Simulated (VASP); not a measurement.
Input of a VASP 6.6.1 run:

INCAR

```
ALGO     = Normal         # electronic algorithm
EDIFF    = 1E-6           # SCF threshold, eV
ENCUT    = 500            # plane-wave cutoff, eV
GGA_COMPAT= False        
ISIF     = 2              # what is computed and relaxed
ISMEAR   = 0              # smearing method
LASPH    = True           # aspherical terms in the spheres
LCHARG   = False          # write CHGCAR
LREAL    = False          # projectors in reciprocal space
LWAVE    = False          # write WAVECAR
NBANDS   = 14             # bands
NELM     = 120            # most SCF steps
PREC     = Accurate       # precision mode
SIGMA    = 0.05           # smearing width, eV
```

The input KPOINTS:

```
k-points
0
Gamma
  6 6 6
```

The input POSCAR:

```
HfSi
1.0
    3.2857003820      0.0000000000      0.0000000000
    0.0000000000      3.2857003820      0.0000000000
    0.0000000000      0.0000000000      3.2857003820
Hf Si
1 1
Direct
    0.0000000000      0.0000000000      0.0000000000
    0.5000000000      0.5000000000      0.5000000000
```

Potentials or basis: VASP PAW LDA potentials, release 64 (Hf_pv, Si).

Run with:

```sh
$ cat potpaw_LDA.64/Hf_pv/POTCAR potpaw_LDA.64/Si/POTCAR > POTCAR
$ mpirun -np 1 vasp_std > vasp.out
```

Task: Predict the pressure.

Result: -7.6 GPa.

Task: Predict the band gap on the k mesh.

Result: Zero (band 7 reaches 8.95 eV, above the bottom of band 8 at 6.53 eV).

Caveat: spin-orbit coupling is left out, which moves the levels of the heavy elements.
